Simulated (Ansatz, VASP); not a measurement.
WS3 in VASP and in Ansatz

```
CELL_PARAMETERS angstrom
4.63692 0.00000 0.00000
0.00000 4.63692 0.00000
0.00000 0.00000 4.63692
ATOMIC_POSITIONS crystal
W 0.00000 0.00000 0.00000
S 0.00000 0.00000 0.50000
S 0.00000 0.50000 0.00000
S 0.50000 0.00000 0.00000
```

Alike in both runs: task relaxation of cell and atoms; functional PBEsol; k mesh 10 × 10 × 10; occupations gaussian, width 0.1 eV; no spin polarisation.

|  | VASP | Ansatz |
| --- | --- | --- |
| version | VASP 6.6.1 | Ansatz 0.2.0 |
| potentials or method | VASP PAW PBE potentials, release 64 (W_sv, S), cutoff 600 eV | scalar-relativistic, plane waves, PAW |
| valence electrons in the cell | 32 | 32 |

Ansatz gave:

- gap on the k mesh at the Fermi level, each at its own relaxed structure (eV): none
- relaxed volume (Å³/atom): 24.92
- relaxed cell length with the largest relative difference (Å): 4.637

Question: Which values does VASP return?

Answer: gap on the k mesh at the Fermi level, each at its own relaxed structure (eV): none; relaxed volume (Å³/atom): 24.94; relaxed cell length with the largest relative difference (Å): 4.638.

VASP's potentials were made for PBE, not for PBEsol. A gap of «none» marks a metal or a gap that the smearing closes.

Spin-orbit coupling is off throughout.
